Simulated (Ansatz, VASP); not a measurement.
# One calculation of MoS2, two programs

```
S Mo
1.0
     3.15176    0.00000    0.00000
    -1.57588    2.72950    0.00000
     0.00000    0.00000   44.35287
S Mo
4 2
Cartesian
  0.0000 1.8197 17.5806
  0.0000 1.8197 20.7142
  1.5759 0.9098 23.6387
  1.5759 0.9098 26.7722
  1.5759 0.9098 19.1482
  0.0000 1.8197 25.2047
```

Alike in both runs: task single point; functional PBE; dispersion D3(BJ); k mesh 9 × 9 × 1; occupations gaussian, width 0.02 eV; no spin polarisation.

|  | VASP | Ansatz |
| --- | --- | --- |
| version | VASP 6.6.1 | Ansatz 0.2.0 |
| potentials or method | VASP PAW PBE potentials, release 64 (S, Mo_sv), cutoff 520 eV | scalar-relativistic, plane waves, PAW |
| valence electrons in the cell | 52 | 52 |

```tsv
	VASP	Ansatz	Ansatz less VASP
gap on the k mesh at the Fermi level (eV)	1.29	1.28	-0.014
least direct gap on the mesh (eV)	1.75	1.74	-0.004
rms of the force components (eV/Å)	0.006	0.000	-0.0057
```
